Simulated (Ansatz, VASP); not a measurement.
# HfN in VASP and in Ansatz

```
Hf N
1.0
     0.00000    2.25900    2.07828
     2.25900    0.00000    2.07828
     2.25900    2.25900    0.00000
Hf N
1 1
Direct
  0.00000 0.00000 0.00000
  0.50000 0.50000 0.50000
```

Change from the starting cell: strain +0.000 along x and y, -0.080 along z, atoms carried along.

Alike in both runs: task single point; functional PBE; k mesh 18 × 18 × 18; occupations gaussian, width 0.15 eV; no spin polarisation.

```csv
,VASP,Ansatz
version,VASP 6.6.1,Ansatz 0.2.0
potentials or method,"VASP PAW PBE potentials, release 64 (Hf_pv, N), cutoff 520 eV","scalar-relativistic, plane waves, PAW"
valence electrons in the cell,15,31
```

|  | VASP | Ansatz | Ansatz less VASP |
| --- | --- | --- | --- |
| gap on the k mesh at the Fermi level (eV) | none | none | - |
| pressure (GPa) | 37.2 | 39.5 | +2.30 |
| traceless stress, the component that is largest in VASP (GPa) | 46.89 | 46.62 | -0.271 |

A gap of «none» marks a metal or a gap that the smearing closes. Both programs put the cell under a high pressure, so it lies far from rest at this level. The functional is the same, so the differences come from potentials, cutoffs and numerics. VASP's potentials hold 15 valence electrons a cell and Ansatz's 31, so a difference there can come from the potentials and not from the codes.

Spin-orbit coupling is off throughout.
